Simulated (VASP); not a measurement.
Input of a VASP 6.6.1 run:

INCAR

```
SYSTEM = TiN
PREC = Accurate ; ENCUT = 520
EDIFF = 1E-7 ; ISMEAR = -1
SIGMA = 0.03 ; LREAL = .FALSE.
LASPH = .TRUE. ; NELM = 80
ALGO = Normal ; ISIF = 2
LWAVE = .FALSE. ; LCHARG = .TRUE.
GGA = PE ; LELF = .TRUE.
LVHAR = .TRUE. ; NBANDS = 16
```

KPOINTS

```
Automatic mesh
0
G
  16 16 16
  0 0 0
```

The input POSCAR:

```
TiN
1.0
    0.0000000000      2.1234402709      2.1234402709
    2.1234402709      0.0000000000      2.1234402709
    2.1234402709      2.1234402709      0.0000000000
Ti N
1 1
Direct
    0.0000000000      0.0000000000      0.0000000000
    0.5000000000      0.5000000000      0.5000000000
```

Potentials or basis: VASP PAW PBE potentials, release 64 (Ti_sv, N).

Run with:

```sh
$ cat potpaw_PBE.64/Ti_sv/POTCAR potpaw_PBE.64/N/POTCAR > POTCAR
$ mpirun -np 1 vasp_std > vasp.out
```

Problem. Estimate the pressure.

Solution. 0.5 GPa.
